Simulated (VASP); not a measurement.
# Pt (Im-3m) in VASP: further runs

The runs below take Pt through single point, relaxation of cell and atoms, with PBE.

Program: VASP 6.6.1. These are calculated values, not measurements. Logs are shortened: lines on timing, memory, paths and dates and some standing lists are left out, and cuts for length are marked.

**1. The cell of the first run**

It takes space group Im-3m (No. 229, cubic). The conventional cell has a = 3.163 Å, b = 3.163 Å, c = 3.163 Å, α = 90.00°, β = 90.00°, γ = 90.00°. Within 3.6 Å of Pt (site symmetry m-3m) lie 14 Pt at 2.74 to 3.16 Å.

**2. Single point, PBE**

The input, INCAR:

```
SYSTEM = Pt
PREC     = Accurate       ! precision mode
ENCUT    = 520            ! plane-wave cutoff, eV
EDIFF    = 1E-7           ! SCF threshold, eV
ISMEAR   = -1             ! smearing method
SIGMA    = 0.05           ! smearing width, eV
LREAL    = .FALSE.        ! projectors in reciprocal space
LASPH    = .TRUE.         ! aspherical terms in the spheres
NELM     = 60             ! most SCF steps
ALGO     = Normal         ! electronic algorithm
ISIF     = 2              ! what is computed and relaxed
LWAVE    = .FALSE.        ! write WAVECAR
LCHARG   = .TRUE.         ! write CHGCAR
GGA      = PE             ! functional
LELF     = .TRUE.         ! ELF
LVHAR    = .TRUE.       
NBANDS   = 11             ! bands
```

The input, KPOINTS:

```
Automatic mesh
0
G
  18 18 18
  0 0 0
```

The input, POSCAR:

```
Pt
1.0
   -1.5814887546      1.5814887546      1.5814887546
    1.5814887546     -1.5814887546      1.5814887546
    1.5814887546      1.5814887546     -1.5814887546
Pt
1
Direct
    0.0000000000      0.0000000000      0.0000000000
```

Potentials or basis: VASP PAW PBE potentials, release 64 (Pt).

On the command line:

```console
$ cat potpaw_PBE.64/Pt/POTCAR > POTCAR
$ mpirun -np 1 vasp_std > vasp.out
```

OUTCAR:

```text
SYSTEM = Pt
   PREC = Accurate
   ENCUT = 520
   EDIFF = 1E-7
   ISMEAR = -1
   LREAL = .FALSE.
   LASPH = .TRUE.
   NELM = 60
   ISIF = 2
   GGA = PE

 ion  position               nearest neighbor table
   1  0.000  0.000  0.000-

  LATTYP: Found a body centered cubic cell.
 ALAT       =     3.1629775092

  Lattice vectors:

 A1 = (  -1.5814887546,   1.5814887546,   1.5814887546)
 A2 = (   1.5814887546,  -1.5814887546,   1.5814887546)
 A3 = (   1.5814887546,   1.5814887546,  -1.5814887546)

Analysis of symmetry for initial positions (statically):
=====================================================================
 Subroutine PRICEL returns:
 Original cell was already a primitive cell.

 Routine SETGRP: Setting up the symmetry group for a
 body centered cubic supercell.

 Subroutine GETGRP returns: Found 48 space group operations
 (whereof 48 operations were pure point group operations)
 out of a pool of 48 trial point group operations.

The static configuration has the point symmetry O_h .

Analysis of symmetry for dynamics (positions and initial velocities):
=====================================================================
 Subroutine PRICEL returns:
 Original cell was already a primitive cell.

 Routine SETGRP: Setting up the symmetry group for a
 body centered cubic supercell.

 Subroutine GETGRP returns: Found 48 space group operations
 (whereof 48 operations were pure point group operations)
 out of a pool of 48 trial point group operations.

The dynamic configuration has the point symmetry O_h .

 Subroutine INISYM returns: Found 48 space group operations
 (whereof 48 operations are pure point group operations),
 and found     1 'primitive' translations

----------------------------------------------------------------------------------------

                                     Primitive cell

  volume of cell :      15.8219

  direct lattice vectors                    reciprocal lattice vectors
    -1.581488755  1.581488755  1.581488755     0.000000000  0.316157797  0.316157797
     1.581488755 -1.581488755  1.581488755     0.316157797  0.000000000  0.316157797
     1.581488755  1.581488755 -1.581488755     0.316157797  0.316157797  0.000000000

  length of vectors
     2.739218875  2.739218875  2.739218875     0.447114644  0.447114644  0.447114644

[... 75 lines left out ...]
   LASPH  =      T    aspherical Exc in radial PAW
   ENCUT  =  520.0 eV  38.22 Ry    6.18 a.u.   5.09  5.09  5.09*2*pi/ulx,y,z
   NELM   =     60;   NELMIN=  2; NELMDL= -5     # of ELM steps
   EDIFF  = 0.1E-06   stopping-criterion for ELM
   LREAL  =      F    real-space projection
   EDIFFG = 0.1E-05   stopping-criterion for IOM
   NSW    =      0    number of steps for IOM
   IBRION =     -1    ionic relax: 0-MD 1-quasi-New 2-CG
   NFREE  =      0    steps in history (QN), initial steepest desc. (CG)
   ISIF   =      2    stress and relaxation
   ISYM   =      2    0-nonsym 1-usesym 2-fastsym
   POTIM  = 0.5000    time-step for ionic-motion
   TEBEG  =    0.0;   TEEND  =   0.0 temperature during run
   PSTRESS=    0.0 pullay stress
   NELECT =      10.0000    total number of electrons
   NUPDOWN=      -1.0000    fix difference up-down
   EMIN   =  10.00;   EMAX   =-10.00  energy-range for DOS
   EFERMI =   0.00;   METHOD = LEGACY
   ISMEAR =    -1;   SIGMA  =   0.05  broadening in eV -4-tet -1-fermi 0-gaus
   EFERMI_NEDOS =   21; number of points for ismear=-14 and -15
   IALGO  =     38    algorithm
   IMIX   =      4    mixing-type and parameters
     AMIX     =   0.40;   BMIX     =  1.00
     AMIX_MAG =   1.60;   BMIX_MAG =  1.00
  volume/ion in A,a.u.               =      15.82       106.77
  Fermi-wavevector in a.u.,A,eV,Ry     =   1.404932  2.654937 26.855652  1.973835
  Thomas-Fermi vector in A             =   2.527444
   LORBIT       =      0    0 simple, 1 ext, 2 COOP (PROOUT), +10 PAW based schemes
   GGA     = PE    functional components
   LHFCALC =     F    Hartree Fock is set to
   AEXX    =    0.0000 exact exchange contribution
   IVDW    =     0    specifies the selected vdW correction
   LEPSILON=     F    determine dielectric tensor
   LRPA    =     F    only Hartree local field effects (RPA)
 non-spin polarized calculation
  energy-cutoff  :      520.00
  volume of cell :       15.82
 maximum number of plane-waves:       440
   NGX = 11   NGY = 11   NGZ = 11

 number of electron      10.0000000 magnetization

 number of electron       9.9999999 magnetization

 Free energy of the ion-electron system (eV)
  ---------------------------------------------------
  ext. energy  EPLUGINS =         0.00000000
  ---------------------------------------------------
  free energy    TOTEN  =        -6.01004482 eV

  energy without entropy =       -6.00360344  energy(sigma->0) =       -6.00682413

 E-fermi :  10.2092     XC(G=0): -13.1960

 val. band max:       10.1996962064   @ k =  -0.3889   0.3889   0.2222
 cond. band min:      10.2257147311   @ k =  -0.3889   0.5000   0.0556
 fundamental gap:      0.0260185247
 Fermi energy:        10.2092076529

 k-point     1 :       0.0000    0.0000    0.0000
  band No.  band energies     occupation
      1       0.6928      2.00000
      2       6.7007      2.00000
      3       6.7007      2.00000
      4       6.7007      2.00000
      5       9.1785      2.00000
      6       9.1785      2.00000
      7      27.2744      0.00000
      8      27.2744      0.00000
      9      27.2744      0.00000
     10      37.2922      0.00000
     11      37.2924      0.00000
[... 309 lines left out ...]
 k-point    24 :       0.3889    0.1111    0.0000
  band No.  band energies     occupation
      1       3.9480      2.00000
      2       5.4146      2.00000
      3       8.2573      2.00000
      4       8.9844      2.00000
      5       9.8809      1.99719
      6      12.3426      0.00000
      7      17.1442      0.00000
      8      23.4939      0.00000
      9      25.5166      0.00000
     10      33.5914      0.00000
     11      34.5697      0.00000

 [... further k-points ...]
[... 5 lines left out ...]
  --------------------------------------------------------------------------------------
  -------------------------------------------------------------------------------------
  Total       -0.0460088     -0.0460088     -0.0460088      0.0000000     -0.0000000     -0.0000000
  in kB       -4.6590019     -4.6590019     -4.6590019      0.0000000     -0.0000000     -0.0000000
  external PRESSURE =      -4.6590019 kB  Pullay stress =       0.0000000 kB

 VOLUME and BASIS-vectors are now :
 -----------------------------------------------------------------------------
  energy-cutoff  :      520.00
  volume of cell :       15.82
      direct lattice vectors                 reciprocal lattice vectors
    -1.581488755  1.581488755  1.581488755     0.000000000  0.316157797  0.316157797
     1.581488755 -1.581488755  1.581488755     0.316157797  0.000000000  0.316157797
     1.581488755  1.581488755 -1.581488755     0.316157797  0.316157797  0.000000000

 POSITION                                       TOTAL-FORCE (eV/Angst)
 -----------------------------------------------------------------------------------
      0.00000      0.00000      0.00000        -0.000000     -0.000000      0.000000
 -----------------------------------------------------------------------------------
    total drift:                                0.000000     -0.000000      0.000000

  FREE ENERGIE OF THE ION-ELECTRON SYSTEM (eV)
  ---------------------------------------------------
  free  energy   TOTEN  =        -6.0100448157 eV

  energy  without entropy=       -6.0036034370  energy(sigma->0) =       -6.00682413
```

Run time: 13 s. Hardware: 1 thread of Intel Xeon 6975P-C, shared host; peak memory 0.15 GiB.

What came out:

| Property | Result |
| --- | --- |
| Free energy | -6.0100 eV |
| Pressure | -0.5 GPa |
| Band gap on the k mesh | zero (band 5 reaches 11.20 eV, above the bottom of band 6 at 9.05 eV) |

Levels at points of the mesh, in eV from the Fermi level:
| k point | band 1 | band 2 | band 3 | band 4 | band 5 | band 6 | band 7 | band 8 | band 9 | band 10 |
| --- | --- | --- | --- | --- | --- | --- | --- | --- | --- | --- |
| (0.00, 0.00, 0.00) | -9.52 | -3.51 | -3.51 | -3.51 | -1.03 | -1.03 | 17.07 | 17.07 | 17.07 | 27.08 |
| (0.50, 0.00, 0.00) | -6.58 | -4.93 | -1.21 | -0.71 | 0.24 | 1.00 | 6.25 | 13.23 | 15.81 | 23.98 |
| (0.50, 0.50, 0.50) | -6.09 | -6.09 | 0.48 | 0.48 | 0.48 | 7.63 | 7.63 | 7.63 | 12.73 | 18.96 |

Caveat: spin-orbit coupling is left out, which moves the levels of the heavy elements.

**3. Single point, PBE**

The input, INCAR:

```
PREC = Accurate ; ENCUT = 520
EDIFF = 1E-6 ; ISMEAR = -1
SIGMA = 0.05 ; LREAL = False
LASPH = True ; NELM = 100
ALGO = Normal ; ISIF = 2
LWAVE = False ; LCHARG = False
GGA = PE ; NBANDS = 11
```

The input, KPOINTS:

```
regular mesh
0
Gamma
  18 18 18
```

POSCAR is that of step 2.

Potentials or basis: VASP PAW PBE potentials, release 64 (Pt).

On the command line:

```console
$ cat potpaw_PBE.64/Pt/POTCAR > POTCAR
$ mpirun -np 1 vasp_std > vasp.out
```

OUTCAR:

```text
PREC = Accurate
   ENCUT = 520
   EDIFF = 1E-6
   ISMEAR = -1
   LREAL = False
   LASPH = True
   NELM = 100
   ISIF = 2
   GGA = PE

 ion  position               nearest neighbor table
   1  0.000  0.000  0.000-

  LATTYP: Found a body centered cubic cell.
 ALAT       =     3.1629775092

  Lattice vectors:

 A1 = (  -1.5814887546,   1.5814887546,   1.5814887546)
 A2 = (   1.5814887546,  -1.5814887546,   1.5814887546)
 A3 = (   1.5814887546,   1.5814887546,  -1.5814887546)

Analysis of symmetry for initial positions (statically):
=====================================================================
 Subroutine PRICEL returns:
 Original cell was already a primitive cell.

 Routine SETGRP: Setting up the symmetry group for a
 body centered cubic supercell.

 Subroutine GETGRP returns: Found 48 space group operations
 (whereof 48 operations were pure point group operations)
 out of a pool of 48 trial point group operations.

The static configuration has the point symmetry O_h .
[... 164 lines left out ...]
 fundamental gap:      0.0260226639
 Fermi energy:        10.2092044465

 k-point     1 :       0.0000    0.0000    0.0000
  band No.  band energies     occupation
      1       0.6928      2.00000
      2       6.7007      2.00000
      3       6.7007      2.00000
      4       6.7007      2.00000
      5       9.1785      2.00000
      6       9.1785      2.00000
      7      27.2743      0.00000
      8      27.2743      0.00000
      9      27.2743      0.00000
     10      37.2922      0.00000
     11      37.2926      0.00000
[... 309 lines left out ...]
 k-point    24 :       0.3889    0.1111    0.0000
  band No.  band energies     occupation
      1       3.9480      2.00000
      2       5.4146      2.00000
      3       8.2573      2.00000
      4       8.9844      2.00000
      5       9.8809      1.99719
      6      12.3426      0.00000
      7      17.1442      0.00000
      8      23.4939      0.00000
      9      25.5167      0.00000
     10      33.5914      0.00000
     11      34.5697      0.00000

 [... further k-points ...]

------------------------ aborting loop because EDIFF is reached ----------------------------------------

  FORCE on cell =-STRESS in cart. coord.  units (eV):
  Direction    XX          YY          ZZ          XY          YZ          ZX
  --------------------------------------------------------------------------------------
  -------------------------------------------------------------------------------------
  Total       -0.0457038     -0.0457038     -0.0457038     -0.0000000     -0.0000000      0.0000000
  in kB       -4.6281168     -4.6281168     -4.6281168     -0.0000000     -0.0000000      0.0000000
  external PRESSURE =      -4.6281168 kB  Pullay stress =       0.0000000 kB

 VOLUME and BASIS-vectors are now :
 -----------------------------------------------------------------------------
  energy-cutoff  :      520.00
  volume of cell :       15.82
      direct lattice vectors                 reciprocal lattice vectors
    -1.581488755  1.581488755  1.581488755     0.000000000  0.316157797  0.316157797
     1.581488755 -1.581488755  1.581488755     0.316157797  0.000000000  0.316157797
     1.581488755  1.581488755 -1.581488755     0.316157797  0.316157797  0.000000000

 POSITION                                       TOTAL-FORCE (eV/Angst)
 -----------------------------------------------------------------------------------
      0.00000      0.00000      0.00000         0.000000     -0.000000      0.000000
 -----------------------------------------------------------------------------------
    total drift:                                0.000000      0.000000      0.000000

  FREE ENERGIE OF THE ION-ELECTRON SYSTEM (eV)
  ---------------------------------------------------
  free  energy   TOTEN  =        -6.0100448072 eV

  energy  without entropy=       -6.0036033804  energy(sigma->0) =       -6.00682409
```

OSZICAR:

```text
N       E                     dE             d eps       ncg     rms          rms(c)
DAV:   1     0.402789600082E+02    0.40279E+02   -0.53033E+03  4330   0.837E+02
DAV:   2    -0.575166935338E+01   -0.46031E+02   -0.44123E+02  4851   0.176E+02
DAV:   3    -0.637056453500E+01   -0.61890E+00   -0.61639E+00  5015   0.194E+01
DAV:   4    -0.637298292017E+01   -0.24184E-02   -0.24182E-02  4978   0.143E+00
DAV:   5    -0.637300273643E+01   -0.19816E-04   -0.19817E-04  5087   0.120E-01    0.109E+01
DAV:   6    -0.604469743822E+01    0.32831E+00   -0.77820E-01  4608   0.686E+00    0.575E+00
DAV:   7    -0.601297102069E+01    0.31726E-01   -0.11655E-01  4899   0.261E+00    0.237E+00
DAV:   8    -0.601022056382E+01    0.27505E-02   -0.46030E-03  4658   0.583E-01    0.508E-01
DAV:   9    -0.601004218310E+01    0.17838E-03   -0.13271E-04  4896   0.101E-01    0.399E-02
DAV:  10    -0.601004493008E+01   -0.27470E-05   -0.28839E-06  5079   0.137E-02    0.447E-03
DAV:  11    -0.601004480722E+01    0.12287E-06   -0.23368E-08  2793   0.148E-03
   1 F= -.60100448E+01 E0= -.60068241E+01  d E =-.644143E-02
```

It took 12 s on 1 thread of Intel Xeon 6975P-C, shared host; peak memory 0.15 GiB.

What came out:

| Item | Value |
| --- | --- |
| Free energy | -6.0100 eV |
| Pressure | -0.5 GPa |
| Band gap on the k mesh | zero (band 5 reaches 11.20 eV, above the bottom of band 6 at 9.05 eV) |

Levels at points of the mesh, in eV from the Fermi level:
| k point | band 3 | band 4 | band 5 | band 6 | band 7 | band 8 |
| --- | --- | --- | --- | --- | --- | --- |
| (0.00, 0.00, 0.00) | -3.51 | -3.51 | -1.03 | -1.03 | 17.07 | 17.07 |
| (0.50, 0.00, 0.00) | -1.21 | -0.71 | 0.24 | 1.00 | 6.25 | 13.23 |
| (0.50, 0.50, 0.50) | 0.48 | 0.48 | 0.48 | 7.63 | 7.63 | 7.63 |

Caveat: spin-orbit coupling is left out, which moves the levels of the heavy elements.

**4. Relaxation of cell and atoms, PBE**

This run uses another cell than the first one, of 15.66 Å³/atom, 0.990 times its volume.

The input, INCAR:

```
  ALGO = Normal
  EDIFF = 1E-6
  EDIFFG = -0.005
  ENCUT = 600
  GGA = PE
  IBRION = 2
  ISIF = 3
  ISMEAR = -1
  LASPH = T
  LCHARG = F
  LREAL = F
  LWAVE = F
  NELM = 100
  NSW = 60
  PREC = Accurate
  SIGMA = 0.05
```

The input, KPOINTS:

```
k-points
0
Gamma
  18 18 18
```

The input, POSCAR:

```
Pt
1.0
   -1.5761099088      1.5761099088      1.5761099088
    1.5761099088     -1.5761099088      1.5761099088
    1.5761099088      1.5761099088     -1.5761099088
Pt
1
Direct
    0.0000000000      0.0000000000      0.0000000000
```

On the command line:

```console
$ cat potpaw_PBE.64/Pt/POTCAR > POTCAR
$ mpirun -np 1 vasp_std > vasp.out
```

Run time: 32 s. Hardware: 1 thread of Intel Xeon 6975P-C, shared host; peak memory 0.18 GiB.

The run converged. Its results:

| Quantity | Value |
| --- | --- |
| Free energy | -6.0102 eV |
| Relaxed volume | 15.80 Å³/atom |
| Relaxed cell | a = 2.738 Å, b = 2.738 Å, c = 2.738 Å, α = 109.47°, β = 109.47°, γ = 109.47° |
| Space group after relaxing (to 0.05 Å) | Im-3m (No. 229) |
| Energy gained by relaxing | 0.9 meV/atom |
| Ionic steps | 3 |
| Pressure after relaxing | 0.0 GPa |
| Band gap on the k mesh | zero (band 5 reaches 11.23 eV, above the bottom of band 6 at 9.08 eV) |

The path:
| step | energy change (eV) | largest force (eV/Å) | pressure (GPa) | volume (Å³) |
| --- | --- | --- | --- | --- |
| 1 | 0.0000 | 0.0000 | 2.13 | 15.66 |
| 2 | 0.0044 | 0.0000 | -4.83 | 16.14 |
| 3 | -0.0009 | 0.0000 | 0.00 | 15.80 |

Final structure:
```cif
data_structure
_symmetry_space_group_name_H-M 'P 1'
_symmetry_Int_Tables_number 1
_cell_length_a 2.7378
_cell_length_b 2.7378
_cell_length_c 2.7378
_cell_angle_alpha 109.471
_cell_angle_beta 109.471
_cell_angle_gamma 109.471
_cell_volume 15.80
loop_
_atom_site_label
_atom_site_type_symbol
_atom_site_fract_x
_atom_site_fract_y
_atom_site_fract_z
_atom_site_occupancy
Pt1 Pt 0.00000 0.00000 0.00000 1
```

Levels at points of the mesh, in eV from the Fermi level:
| k point | band 2 | band 3 | band 4 | band 5 | band 6 | band 7 | band 8 | band 9 |
| --- | --- | --- | --- | --- | --- | --- | --- | --- |
| (0.00, 0.00, 0.00) | -3.52 | -3.52 | -3.52 | -1.03 | -1.03 | 17.06 | 17.06 | 17.06 |
| (0.50, 0.00, 0.00) | -4.94 | -1.21 | -0.71 | 0.23 | 1.01 | 6.26 | 13.23 | 15.82 |
| (0.50, 0.50, 0.50) | -6.11 | 0.49 | 0.49 | 0.49 | 7.63 | 7.63 | 7.63 | 12.75 |

Caveat: spin-orbit coupling is left out, which moves the levels of the heavy elements.

**5. Relaxation of cell and atoms, PBE**

The input, INCAR:

```
SYSTEM = Pt
PREC = Accurate
ENCUT = 600
EDIFF = 1E-6
ISMEAR = -1
SIGMA = 0.05
LREAL = .False.
LASPH = .True.
NELM = 60
ALGO = Normal
ISIF = 3
LWAVE = .False.
LCHARG = .False.
GGA = PE
IBRION = 2
NSW = 45
EDIFFG = -0.005
```

The input, KPOINTS:

```
regular mesh
0
Gamma
  18 18 18
  0 0 0
```

The input, POSCAR:

```
Pt
1.0
   -1.5814887546      1.5814887546      1.5814887546
    1.5814887546     -1.5814887546      1.5814887546
    1.5814887546      1.5814887546     -1.5814887546
Pt
1
Direct
    0.0000000000      0.0000000000      0.0000000000
```

On the command line:

```console
$ cat potpaw_PBE.64/Pt/POTCAR > POTCAR
$ mpirun -np 1 vasp_std > vasp.out
```

It took 27 s on 1 thread of Intel Xeon 6975P-C, shared host; peak memory 0.18 GiB.

It converged, with:

```yaml
Free_energy: -6.0102 eV
Relaxed_volume: 15.80 Å³/atom
Relaxed_cell: a = 2.738 Å, b = 2.738 Å, c = 2.738 Å, α = 109.47°, β = 109.47°, γ = 109.47°
Space_group_after_relaxing_to_0.05_Å: Im-3m (No. 229)
Energy_gained_by_relaxing: 0.0 meV/atom
Ionic_steps: 3
Pressure_after_relaxing: 0.0 GPa
Band_gap_on_the_k_mesh: zero (band 5 reaches 11.23 eV, above the bottom of band 6 at 9.08 eV)
```

Final structure:
```
CELL_PARAMETERS angstrom
-1.58064 1.58064 1.58064
1.58064 -1.58064 1.58064
1.58064 1.58064 -1.58064
ATOMIC_POSITIONS crystal
Pt 0.00000 0.00000 0.00000
```

Levels at points of the mesh, in eV from the Fermi level:
```csv
k point,band 1,band 2,band 3,band 4,band 5,band 6,band 7,band 8,band 9
"(0.00, 0.00, 0.00)",-9.53,-3.52,-3.52,-3.52,-1.03,-1.03,17.06,17.06,17.06
"(0.50, 0.00, 0.00)",-6.60,-4.94,-1.21,-0.71,0.23,1.01,6.26,13.23,15.82
"(0.50, 0.50, 0.50)",-6.11,-6.11,0.49,0.49,0.49,7.63,7.63,7.63,12.75
```

Caveat: spin-orbit coupling is left out, which moves the levels of the heavy elements.

**6. The runs side by side**

| task | cell | cutoff (eV) | gap on the mesh (eV) | pressure (GPa) | relaxed volume (Å³/atom) |
| --- | --- | --- | --- | --- | --- |
| single point | a = 2.739 Å, angles 109.5°, 1 atom | 520 | none | -0.5 | - |
| relaxation of cell and atoms | relaxed from a = 2.730 Å, angles 109.5°, 1 atom | 600 | none | 0.0 | 15.80 |
| relaxation of cell and atoms | relaxed from a = 2.739 Å, angles 109.5°, 1 atom | 600 | none | 0.0 | 15.80 |

Alike in all rows: level PBE; potentials or basis VASP PAW PBE potentials, release 64 (Pt); no spin polarisation; k mesh 18 × 18 × 18; smearing fermi-dirac 0.05 eV.

Caveats: spin-orbit coupling is left out, which moves the levels of the heavy elements.

Total energies depend on the potentials used, so only differences within one code and one set of settings carry meaning.
